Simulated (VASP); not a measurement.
Write the native input for VASP 6.6.1 that does the following.

```
Task                   : single point
Functional             : r2SCAN
Potentials or basis    : VASP PAW PBE potentials, release 64 (Os_sv_GW)
Cutoff                 : 620 eV
k mesh                 : 13 × 13 × 7
Occupations            : gaussian, width 0.2 eV
Spin                   : no spin polarisation
Dipole correction      : no
Further INCAR settings : ALGO = Normal; EDIFF = 1e-06; NBANDS = 23
```

The system is Os.

```
Os
1.0
     2.73938    0.00000    0.00000
    -1.36969    2.37237    0.00000
     0.00000    0.00000    4.31382
Os
2
Direct
  0.33333 0.66667 0.25000
  0.66667 0.33333 0.75000
```

The input as run:

POSCAR

```
Os
1.0
    2.7393806551      0.0000000000      0.0000000000
   -1.3696903275      2.3723732379      0.0000000000
    0.0000000000      0.0000000000      4.3138178725
Os
2
Direct
    0.3333333333      0.6666666667      0.2500000000
    0.6666666667      0.3333333333      0.7500000000
```

INCAR.step1

```
SYSTEM = Os
  PREC = Accurate
  ENCUT = 620
  ISMEAR = 0
  SIGMA = 0.2
  LREAL = .False.
  LASPH = .True.
  NELM = 120
  NBANDS = 23
  GGA = PE
  ALGO = Normal
  EDIFF = 1E-5
  LWAVE = .True.
  LCHARG = .False.
  GGA_COMPAT = .False.
```

INCAR.step2

```
SYSTEM = Os
  PREC = Accurate
  ENCUT = 620
  EDIFF = 1E-6
  ISMEAR = 0
  SIGMA = 0.2
  LREAL = .False.
  LASPH = .True.
  NELM = 120
  ALGO = Normal
  ISIF = 2
  LWAVE = .False.
  LCHARG = .False.
  METAGGA = R2SCAN
  LMIXTAU = .True.
  NBANDS = 23
  ISTART = 1
  GGA_COMPAT = .False.
```

KPOINTS

```
regular mesh
0
Gamma
  13 13 7
  0 0 0
```

Potentials or basis: VASP PAW PBE potentials, release 64 (Os_sv_GW).

Launch:

```console
$ cat potpaw_PBE.64/Os_sv_GW/POTCAR > POTCAR
$ cp INCAR.step1 INCAR
$ mpirun -np 1 vasp_std > vasp.out
$ cp INCAR.step2 INCAR
$ mpirun -np 1 vasp_std > vasp.out
```

It gave:

* Pressure: -0.9 GPa
* Band gap on the k mesh: zero (bands 16 and 17 overlap by 3.99 eV)

Caveat: the PAW data sets were made with another functional, which shifts forces and pressure a little; spin-orbit coupling is left out, which moves the levels of the heavy elements.

It took 3.8 min on 1 thread of AMD EPYC 7R13 Processor (Zen 3) (shared host), peak memory 0.18 GiB.
